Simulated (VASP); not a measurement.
Runs of VASP 6.6.1 on GaSb. The structure is that of space group I-4m2 (No. 119), or close to it. The cells are those of the table. 

```csv
cell,gap on the mesh (eV),pressure (GPa)
"a = 4.303, b = 4.303, c = 4.375 Å, angles 59.4, 59.4, 61.1°, 2 atoms",0.18,(a)
"a = 4.377, b = 4.377, c = 4.234 Å, angles 61.1, 61.1, 57.8°, 2 atoms",none,-1.4
"a = 4.263, b = 4.263, c = 4.481 Å, angles 58.3, 58.3, 63.4°, 2 atoms",0.41,-1.5
"a = 4.282, b = 4.282, c = 4.427 Å, angles 58.9, 58.9, 62.3°, 2 atoms",(b),-1.4
"a = 4.405, b = 4.405, c = 4.191 Å, angles 61.6, 61.6, 56.8°, 2 atoms",none,-1.4
```

Alike in all rows: task single point; level LDA; potentials or basis VASP PAW LDA potentials, release 64 (Ga_d, Sb); no spin polarisation; k mesh 5 × 5 × 5; cutoff (eV) 500; smearing gaussian 0.02 eV.

Question: Fill in the values left out.

Answer: (a) -1.3; (b) 0.36.

Caveats: spin-orbit coupling is left out, which moves the levels of the heavy elements.

A k mesh can miss the band edges, and the runs leave out spin-orbit coupling on Ga, Sb.

A gap of «none» marks levels without a gap at the run's occupations.
